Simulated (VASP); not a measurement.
Wanted: the native input for a VASP 6.6.1 run.

| Quantity | Value |
| --- | --- |
| Task | electric field gradients |
| Functional | PBE |
| Potentials or basis | VASP PAW PBE potentials, release 64 (Zr_sv) |
| Cutoff | 520 eV |
| k mesh | 13 × 13 × 13 |
| Occupations | fermi-dirac, width 0.05 eV |
| Spin | no spin polarisation |
| Dipole correction | no |
| Further INCAR settings | ALGO = Normal; EDIFF = 1e-08; NBANDS = 12 |

The structure of Zr lies in POSCAR:

```
Zr
1.0
    0.0000000000      2.2398653158      2.2398653158
    2.2398653158      0.0000000000      2.2398653158
    2.2398653158      2.2398653158      0.0000000000
Zr
1
Direct
    0.0000000000      0.0000000000      0.0000000000
```

This cell differs from its parent crystal: volume scaled by 0.98.

The input as run:

INCAR

```
SYSTEM = Zr
ALGO     = Normal         ! electronic algorithm
EDIFF    = 1E-8           ! SCF threshold, eV
ENCUT    = 520            ! plane-wave cutoff, eV
GGA      = PE             ! functional
ISIF     = 2              ! what is computed and relaxed
ISMEAR   = -1             ! smearing method
LASPH    = .TRUE.         ! aspherical terms in the spheres
LCHARG   = .FALSE.        ! write CHGCAR
LEFG     = .TRUE.       
LREAL    = .FALSE.        ! projectors in reciprocal space
LWAVE    = .FALSE.        ! write WAVECAR
NBANDS   = 12             ! bands
NELM     = 100            ! most SCF steps
PREC     = Accurate       ! precision mode
SIGMA    = 0.05           ! smearing width, eV
```

KPOINTS

```
k-points
0
G
  13 13 13
  0 0 0
```

Potentials or basis: VASP PAW PBE potentials, release 64 (Zr_sv).

Command:

```sh
$ cat potpaw_PBE.64/Zr_sv/POTCAR > POTCAR
$ mpirun -np 1 vasp_std > vasp.out
```

It gave:

- Pressure: 3.1 GPa
- Band gap on the k mesh: zero (band 6 reaches 10.27 eV, above the bottom of band 7 at 8.70 eV)

Caveat: without QUAD_EFG the Cq values of the log hold for a quadrupole moment of 1 mb, not for the nuclei.

It took 15 s on 1 thread of Intel(R) Xeon(R) Platinum 8259CL CPU @ 2.50GHz (Skylake/Cascade Lake), with other jobs on the host, peak memory 0.14 GiB.
